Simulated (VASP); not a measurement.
# SnO2 (Cm) in VASP: notebook

Runs on SnO2. Level: PBE+D3(BJ). Tasks: single point.

Everything below comes from runs of VASP 6.6.1. Logs are shortened: lines on timing, memory, paths and dates and some standing lists are left out, and cuts for length are marked.

### 1 The cell of the first run

Symmetry: Cm, No. 8, monoclinic system. Conventional cell: a = 5.607 Å, b = 3.237 Å, c = 4.680 Å, α = 90.00°, β = 113.54°, γ = 90.00°. Within 2.7 Å of Sn (site symmetry m) lie 6 O at 2.04 to 2.29 Å. O (site symmetry m) has 4 Sn at 2.11 to 3.30 Å and 12 O at 2.59 to 3.24 Å within 3.4 Å. O (site symmetry m) has 4 Sn at 2.04 to 3.31 Å and 12 O at 2.59 to 3.24 Å within 3.4 Å.

### 2 Single point, PBE+D3(BJ) (atoms displaced along a vibrational mode)

The input, INCAR:

```
  PREC = Accurate
  ENCUT = 520
  EDIFF = 1E-7
  ISMEAR = 0
  SIGMA = 0.05
  LREAL = False
  LASPH = True
  NELM = 80
  ALGO = Normal
  ISIF = 2
  LWAVE = False
  LCHARG = False
  GGA = PE
  IVDW = 12
  NBANDS = 64
```

The input, KPOINTS:

```
regular mesh
0
Gamma
  6 6 6
```

The input, POSCAR:

```
SnO2
1.0
    3.2373377712      1.8690778337      4.2908446647
   -3.2373377712      1.8690778337      4.2908446647
    0.0000000000     -3.7381556673      4.2908446647
Sn O
4 8
Direct
    0.8683971284      0.8629698226      0.8629698228
    0.3683801226      0.3630023318      0.8629804257
    0.3683801226      0.8629804255      0.3630023320
    0.8683978070      0.3629928508      0.3629928511
    0.1263062361      0.6186428516      0.6186428342
    0.6262306735      0.1186349571      0.6186275616
    0.6262306735      0.6186275790      0.1186349397
    0.5766335012      0.6242892609      0.6242892764
    0.1262809207      0.1186398775      0.1186398601
    0.0765556796      0.1243278146      0.6242896730
    0.0765556796      0.6242896575      0.1243278301
    0.5766100501      0.1242922771      0.1242922926
```

Potentials or basis: VASP PAW PBE potentials, release 64 (Sn_d, O).

Started as:

```sh
cat potpaw_PBE.64/Sn_d/POTCAR potpaw_PBE.64/O/POTCAR > POTCAR
mpirun -np 1 vasp_std > vasp.out
```

OUTCAR:

```text
PREC = Accurate
   ENCUT = 520
   EDIFF = 1E-7
   ISMEAR = 0
   LREAL = False
   LASPH = True
   NELM = 80
   ISIF = 2
   GGA = PE
   IVDW = 12
 IVDW          = 12

 ion  position               nearest neighbor table
   1  0.868  0.863  0.863-  10 2.04  11 2.04   7 2.11   6 2.11   5 2.12  12 2.29   2 3.24   3 3.24
                             4 3.24   4 3.24   2 3.24   3 3.24
   2  0.368  0.363  0.863-   8 2.04  12 2.04   5 2.11   9 2.11   6 2.12  11 2.29   1 3.24   3 3.24
                             4 3.24   4 3.24   3 3.24   1 3.24
   3  0.368  0.863  0.363-   8 2.04  12 2.04   5 2.11   9 2.11   7 2.12  10 2.29   1 3.24   2 3.24
                             4 3.24   4 3.24   2 3.24   1 3.24
   4  0.868  0.363  0.363-  11 2.04  10 2.04   6 2.11   7 2.11   9 2.12   8 2.29   3 3.24   2 3.24
                             1 3.24   1 3.24   2 3.24   3 3.24
   5  0.126  0.619  0.619-   3 2.11   2 2.11   1 2.12
   6  0.626  0.119  0.619-   1 2.11   4 2.11   2 2.12
   7  0.626  0.619  0.119-   1 2.11   4 2.11   3 2.12
   8  0.577  0.624  0.624-   2 2.04   3 2.04   4 2.29
   9  0.126  0.119  0.119-   2 2.11   3 2.11   4 2.12
  10  0.077  0.124  0.624-   4 2.04   1 2.04   3 2.29
  11  0.077  0.624  0.124-   4 2.04   1 2.04   2 2.29
  12  0.577  0.124  0.124-   3 2.04   2 2.04   1 2.29

  LATTYP: Found a trigonal (rhomboedric) cell.
 ALAT       =     5.6907957027
 COS(alpha) =     0.3527679204

  Lattice vectors:

 A1 = (   3.2373377712,   1.8690778337,   4.2908446647)
 A2 = (  -3.2373377712,   1.8690778337,   4.2908446647)
 A3 = (   0.0000000000,  -3.7381556673,   4.2908446647)

Analysis of symmetry for initial positions (statically):
=====================================================================
 Subroutine PRICEL returns:
 Original cell was already a primitive cell.

 Routine SETGRP: Setting up the symmetry group for a
 trigonal (rhombohedral) supercell.

 Subroutine GETGRP returns: Found  2 space group operations
 (whereof  2 operations were pure point group operations)
 out of a pool of 12 trial point group operations.

The static configuration has the point symmetry C_1h.

Analysis of symmetry for dynamics (positions and initial velocities):
=====================================================================
 Subroutine PRICEL returns:
 Original cell was already a primitive cell.

 Routine SETGRP: Setting up the symmetry group for a
 trigonal (rhombohedral) supercell.

 Subroutine GETGRP returns: Found  2 space group operations
 (whereof  2 operations were pure point group operations)
 out of a pool of 12 trial point group operations.

The dynamic configuration has the point symmetry C_1h.

 Subroutine INISYM returns: Found  2 space group operations
 (whereof  2 operations are pure point group operations),
 and found     1 'primitive' translations

----------------------------------------------------------------------------------------

                                     Primitive cell

  volume of cell :     155.7792

  direct lattice vectors                    reciprocal lattice vectors
     3.237337771  1.869077834  4.290844665     0.154447894  0.089170533  0.077684782
    -3.237337771  1.869077834  4.290844665    -0.154447894  0.089170533  0.077684782
     0.000000000 -3.738155667  4.290844665     0.000000000 -0.178341066  0.077684782

  length of vectors
     5.690795703  5.690795703  5.690795703     0.194526248  0.194526248  0.194526248

  position of ions in fractional coordinates (direct lattice)
     0.868397128  0.862969823  0.862969823
     0.368380123  0.363002332  0.862980426
     0.368380123  0.862980425  0.363002332
     0.868397807  0.362992851  0.362992851
     0.126306236  0.618642852  0.618642834
     0.626230673  0.118634957  0.618627562
     0.626230673  0.618627579  0.118634940
     0.576633501  0.624289261  0.624289276
     0.126280921  0.118639878  0.118639860
     0.076555680  0.124327815  0.624289673
     0.076555680  0.624289658  0.124327830
     0.576610050  0.124292277  0.124292293

  ion indices of the primitive-cell ions
   primitive index   ion index
                 1           1
                 2           2
                 3           3
                 4           4
                 5           5
                 6           6
                 7           7
                 8           8
                 9           9
                10          10
                11          11
                12          12

----------------------------------------------------------------------------------------

 KPOINTS: regular mesh

Automatic generation of k-mesh.
 Grid dimensions read from file:
 generate k-points for:    6    6    6

 Generating k-lattice:

  Cartesian coordinates                     Fractional coordinates (reciprocal lattice)
     0.025741316  0.014861756  0.012947464     0.166666667  0.000000000  0.000000000
    -0.025741316  0.014861756  0.012947464     0.000000000  0.166666667  0.000000000
     0.000000000 -0.029723511  0.012947464     0.000000000  0.000000000  0.166666667

  Length of vectors
     0.032421041  0.032421041  0.032421041

  Shift w.r.t. Gamma in fractional coordinates (k-lattice)
     0.000000000  0.000000000  0.000000000

 Subroutine IBZKPT returns following result:
 ===========================================

 Found     68 irreducible k-points:

 Following reciprocal coordinates:
            Coordinates               Weight
  0.000000  0.000000  0.000000      1.000000
  0.166667 -0.000000  0.000000      2.000000
 -0.000000  0.166667  0.000000      4.000000
  0.333333  0.000000  0.000000      2.000000
  0.000000  0.333333  0.000000      4.000000
  0.500000  0.000000 -0.000000      1.000000
[... 16 lines left out ...]
  0.500000  0.333333  0.000000      4.000000
  0.000000  0.500000  0.333333      4.000000
 [... further k-points ...]
   k-points           NKPTS =     68   k-points in BZ     NKDIM =     68   number of bands    NBANDS=     64
   number of dos      NEDOS =    301   number of ions     NIONS =     12
   total plane-waves  NPLWV =  74088
   dimension x,y,z NGX =    42 NGY =   42 NGZ =   42
   dimension x,y,z NGXF=    84 NGYF=   84 NGZF=   84
   ions per type =               4   8
   NGX,Y,Z   is equivalent  to a cutoff of  12.27, 12.27, 12.27 a.u.
   NGXF,Y,Z  is equivalent  to a cutoff of  24.54, 24.54, 24.54 a.u.
 SYSTEM =  unknown system
   PREC   = accura    normal or accurate (medium, high low for compatibility)
   ISTART =      0    job   : 0-new  1-cont  2-samecut
   ICHARG =      2    charge: 1-file 2-atom 10-const
   ISPIN  =      1    spin polarized calculation?
   LNONCOLLINEAR =      F non collinear calculations
   LSORBIT =      F    spin-orbit coupling
   LASPH  =      T    aspherical Exc in radial PAW
   ENCUT  =  520.0 eV  38.22 Ry    6.18 a.u.  10.58 10.58 10.58*2*pi/ulx,y,z
   NELM   =     80;   NELMIN=  2; NELMDL= -5     # of ELM steps
   EDIFF  = 0.1E-06   stopping-criterion for ELM
   LREAL  =      F    real-space projection
   EDIFFG = 0.1E-05   stopping-criterion for IOM
   NSW    =      0    number of steps for IOM
   IBRION =     -1    ionic relax: 0-MD 1-quasi-New 2-CG
   NFREE  =      0    steps in history (QN), initial steepest desc. (CG)
   ISIF   =      2    stress and relaxation
   ISYM   =      2    0-nonsym 1-usesym 2-fastsym
   POTIM  = 0.5000    time-step for ionic-motion
   TEBEG  =    0.0;   TEEND  =   0.0 temperature during run
   PSTRESS=    0.0 pullay stress
   NELECT =     104.0000    total number of electrons
   NUPDOWN=      -1.0000    fix difference up-down
   EMIN   =  10.00;   EMAX   =-10.00  energy-range for DOS
   EFERMI =   0.00;   METHOD = LEGACY
   ISMEAR =     0;   SIGMA  =   0.05  broadening in eV -4-tet -1-fermi 0-gaus
   EFERMI_NEDOS =   21; number of points for ismear=-14 and -15
   IALGO  =     38    algorithm
   IMIX   =      4    mixing-type and parameters
     AMIX     =   0.40;   BMIX     =  1.00
     AMIX_MAG =   1.60;   BMIX_MAG =  1.00
  volume/ion in A,a.u.               =      12.98        87.60
  Fermi-wavevector in a.u.,A,eV,Ry     =   1.430813  2.703844 27.854188  2.047225
  Thomas-Fermi vector in A             =   2.550617
   LORBIT       =      0    0 simple, 1 ext, 2 COOP (PROOUT), +10 PAW based schemes
   GGA     = PE    functional components
   LHFCALC =     F    Hartree Fock is set to
   AEXX    =    0.0000 exact exchange contribution
   IVDW    =    12    specifies the selected vdW correction
   LEPSILON=     F    determine dielectric tensor
   LRPA    =     F    only Hartree local field effects (RPA)
 non-spin polarized calculation
 Gauss-broadening in eV      SIGMA  =   0.05
  energy-cutoff  :      520.00
  volume of cell :      155.78
 maximum number of plane-waves:      4212
   NGX = 21   NGY = 21   NGZ = 21

 number of electron     104.0000033 magnetization

 Free energy of the ion-electron system (eV)
  ---------------------------------------------------
  ext. energy  EPLUGINS =         0.00000000
  ---------------------------------------------------
  free energy    TOTEN  =       -71.99285975 eV

  energy without entropy =      -71.99285975  energy(sigma->0) =      -71.99285975

 E-fermi :   5.1928     XC(G=0): -10.7278

 val. band max:        4.9035188814   @ k =   0.0000   0.0000   0.0000
 cond. band min:       6.4011378712   @ k =   0.0000   0.0000   0.0000
 fundamental gap:      1.4976189899
 Fermi energy:         5.1927587198

 k-point     1 :       0.0000    0.0000    0.0000
  band No.  band energies     occupation
      1     -15.9919      2.00000
      2     -15.9798      2.00000
      3     -15.9795      2.00000
      4     -15.4499      2.00000
      5     -15.1979      2.00000
      6     -15.1684      2.00000
[... 1597 lines left out ...]
     63      14.0984      0.00000
     64      14.9525      0.00000

 [... further k-points ...]

------------------------ aborting loop because EDIFF is reached ----------------------------------------

 Edisp (eV)   -2.41282

 E8    (eV) :    -0.9594

  FORCE on cell =-STRESS in cart. coord.  units (eV):
  Direction    XX          YY          ZZ          XY          YZ          ZX
  --------------------------------------------------------------------------------------
  -------------------------------------------------------------------------------------
  Total       2.24324     3.08564     2.64280    -0.72954     3.92331     6.79538
  in kB      23.07157    31.73559    27.18104    -7.50326    40.35098    69.88995
  external pressure =       27.33 kB  Pullay stress =        0.00 kB

 VOLUME and BASIS-vectors are now :
 -----------------------------------------------------------------------------
  energy-cutoff  :      520.00
  volume of cell :      155.78
      direct lattice vectors                 reciprocal lattice vectors
     3.237337771  1.869077834  4.290844665     0.154447894  0.089170533  0.077684782
    -3.237337771  1.869077834  4.290844665    -0.154447894  0.089170533  0.077684782
     0.000000000 -3.738155667  4.290844665     0.000000000 -0.178341066  0.077684782

 POSITION                                       TOTAL-FORCE (eV/Angst)
 -----------------------------------------------------------------------------------
      0.01757      0.01014     11.13190        -0.788782     -0.455404     -0.389004
      0.01741     -1.85894      6.84116        -0.777791     -0.454119     -0.386290
     -1.60119      0.94455      6.84116        -0.782174     -0.446527     -0.386290
      1.63617      0.94464      6.84125        -0.786740     -0.454224     -0.393521
     -1.59386     -0.92022      5.85096        -0.548737     -0.316814     -0.154747
      1.64326     -0.92031      5.85054        -0.546270     -0.315526     -0.150530
      0.02461      1.88326      5.85054        -0.546388     -0.315321     -0.150530
     -0.15428     -0.08907      7.83170         1.329808      0.767765      0.540057
      0.02474      0.01428      1.55998        -0.547880     -0.316319     -0.152977
     -0.15465     -1.95823      3.54069         1.333948      0.766352      0.542201
     -1.77320      0.84518      3.54069         1.330654      0.772057      0.542201
      1.46431      0.84542      3.54078         1.330353      0.768080      0.539430
 -----------------------------------------------------------------------------------
    total drift:                               -0.000733     -0.000467      0.001528

  FREE ENERGIE OF THE ION-ELECTRON SYSTEM (eV)
  ---------------------------------------------------
  free  energy   TOTEN  =       -74.4056825193 eV

  energy  without entropy=      -74.4056825193  energy(sigma->0) =      -74.40568252
```

It took 7.5 min on 1 thread of Oxide Virtual Turin-like, shared host; peak memory 0.54 GiB.

Results:

```yaml
Free_energy: -74.4057 eV
Pressure: 2.7 GPa
Largest_force: 1.631 eV/Å
Band_gap_on_the_k_mesh: 1.50 eV
Dispersion_energy_per_atom: -0.201 eV
```

Forces on the atoms (eV/Å):
```
Sn  -0.789 -0.455 -0.389
Sn  -0.778 -0.454 -0.386
Sn  -0.782 -0.447 -0.386
Sn  -0.787 -0.454 -0.394
O   -0.549 -0.317 -0.155
O   -0.546 -0.316 -0.151
O   -0.546 -0.315 -0.151
O    1.330  0.768  0.540
O   -0.548 -0.316 -0.153
O    1.334  0.766  0.542
O    1.331  0.772  0.542
O    1.330  0.768  0.539
```

Levels at points of the mesh, in eV from the valence-band top:
| k point | band 49 | band 50 | band 51 | band 52 | band 53 | band 54 | band 55 | band 56 |
| --- | --- | --- | --- | --- | --- | --- | --- | --- |
| (0.00, 0.00, 0.00) | -0.05 | -0.04 | -0.04 | 0.00 | 1.50 | 4.42 | 4.98 | 4.98 |
| (0.50, 0.00, 0.00) | -0.41 | -0.41 | -0.06 | -0.06 | 3.82 | 3.82 | 5.64 | 5.64 |
| (0.00, 0.50, 0.00) | -0.33 | -0.33 | -0.05 | -0.05 | 4.11 | 4.11 | 5.46 | 5.46 |
| (0.50, 0.50, 0.00) | -0.59 | -0.59 | -0.19 | -0.19 | 4.49 | 4.49 | 5.43 | 5.43 |
| (0.00, 0.50, 0.50) | -0.51 | -0.51 | -0.08 | -0.08 | 4.25 | 4.25 | 5.70 | 5.70 |
| (0.50, 0.50, 0.50) | -1.04 | -1.00 | -0.71 | -0.71 | 3.40 | 4.82 | 5.48 | 5.48 |

Caveat: the cell differs from its parent crystal (atoms displaced along a vibrational mode); spin-orbit coupling is left out, which moves the levels of the heavy elements; forces of over 1 eV/Å act on the atoms, so gaps and moduli don't describe the material at rest.

### 3 Single point, PBE+D3(BJ) (atoms displaced along a vibrational mode)

The input, INCAR:

```
PREC = Accurate
ENCUT = 520
EDIFF = 1E-6
ISMEAR = 0
SIGMA = 0.05
LREAL = F
LASPH = T
NELM = 80
ALGO = Normal
ISIF = 2
LWAVE = F
LCHARG = F
GGA = PE
IVDW = 12
NBANDS = 64
```

KPOINTS is that of step 2.

The input, POSCAR:

```
SnO2
1.0
    3.2373377715      1.8690778339      4.2908446674
   -3.2373377715      1.8690778339      4.2908446674
    0.0000000000     -3.7381556677      4.2908446674
Sn O
4 8
Direct
    0.8671950154      0.8635708790      0.8635708791
    0.3671810116      0.3636018439      0.8635808039
    0.3671810116      0.8635808037      0.3636018440
    0.8671970496      0.3635924504      0.3635924506
    0.1369043045      0.6133363133      0.6133362908
    0.6368366146      0.1133359255      0.6133281588
    0.6368366146      0.6133281813      0.1133359029
    0.5749266009      0.6251427088      0.6251427301
    0.1368805288      0.1133400759      0.1133400534
    0.0748588994      0.1251740834      0.6251325595
    0.0748588994      0.6251325382      0.1251741047
    0.5749242835      0.1251427816      0.1251428030
```

Potentials or basis: VASP PAW PBE potentials, release 64 (Sn_d, O).

Started as:

```sh
cat potpaw_PBE.64/Sn_d/POTCAR potpaw_PBE.64/O/POTCAR > POTCAR
mpirun -np 1 vasp_std > vasp.out
```

It took 16 min on 1 thread of Oxide Virtual Turin-like, shared host; peak memory 0.54 GiB.

It converged, with:

- Free energy: -74.1343 eV
- Pressure: 3.2 GPa
- Largest force: 1.880 eV/Å
- Band gap on the k mesh: 1.43 eV
- Dispersion energy per atom: -0.201 eV

Forces on the atoms (eV/Å):
```
Sn  -0.440 -0.254 -0.336
Sn  -0.429 -0.253 -0.333
Sn  -0.434 -0.245 -0.333
Sn  -0.438 -0.253 -0.340
O   -1.096 -0.633 -0.307
O   -1.093 -0.631 -0.303
O   -1.093 -0.631 -0.303
O    1.528  0.882  0.639
O   -1.094 -0.632 -0.305
O    1.532  0.880  0.642
O    1.529  0.887  0.642
O    1.528  0.882  0.638
```

Stress tensor (GPa, compression positive):
```
 2.21 -1.29  9.88
-1.29  3.69  5.70
 9.88  5.70  3.78
```

Levels at points of the mesh, in eV from the valence-band top:
```
           k point  band 49  band 50  band 51  band 52  band 53  band 54  band 55  band 56
(0.00, 0.00, 0.00)    -0.12    -0.04    -0.04    -0.04     1.43     4.27     5.05     5.05
(0.50, 0.00, 0.00)    -0.40    -0.40    -0.10    -0.10     3.69     3.69     5.66     5.66
(0.00, 0.50, 0.00)    -0.35    -0.35    -0.06    -0.06     4.08     4.09     5.40     5.40
(0.50, 0.50, 0.00)    -0.62    -0.62    -0.20    -0.20     4.45     4.45     5.36     5.37
(0.00, 0.50, 0.50)    -0.52    -0.52    -0.07    -0.07     4.12     4.12     5.73     5.74
(0.50, 0.50, 0.50)    -1.12    -1.02    -0.65    -0.65     3.32     4.62     5.53     5.53
```

Caveat: the cell differs from its parent crystal (atoms displaced along a vibrational mode); the cell stands under pressure; spin-orbit coupling is left out, which moves the levels of the heavy elements; forces of over 1 eV/Å act on the atoms, so gaps and moduli don't describe the material at rest.

[end of part 1 of 2]
